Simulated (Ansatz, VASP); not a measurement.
Hf in VASP and in Ansatz

```
Hf
1.0
    -1.71237    1.80620    1.80620
     1.80620   -1.71237    1.80620
     1.80620    1.80620   -1.71237
Hf
1
Cartesian
  0.0000 0.0000 0.0000
```

Alike in both runs: task single point; functional PBEsol; k mesh 20 × 20 × 20; occupations gaussian, width 0.15 eV; no spin polarisation.

|  | VASP | Ansatz |
| --- | --- | --- |
| version | VASP 6.6.1 | Ansatz 0.2.0 |
| potentials or method | VASP PAW PBE potentials, release 64 (Hf_pv), cutoff 520 eV | scalar-relativistic, plane waves, PAW |
| valence electrons in the cell | 10 | 26 |

```csv
,VASP,Ansatz,Ansatz less VASP
gap on the k mesh at the Fermi level (eV),none,none,-
pressure (GPa),-9.1,-8.8,+0.27
"traceless stress, the component that is largest in VASP (GPa)",-2.33,-2.35,-0.018
```

VASP's potentials were made for PBE, not for PBEsol. A gap of «none» marks a metal or a gap that the smearing closes. With one functional, cell and mesh, what is left measures potentials, basis and numerics. VASP's potentials hold 10 valence electrons a cell and Ansatz's 26, so a difference there can come from the potentials and not from the codes.

Spin-orbit coupling is off throughout.
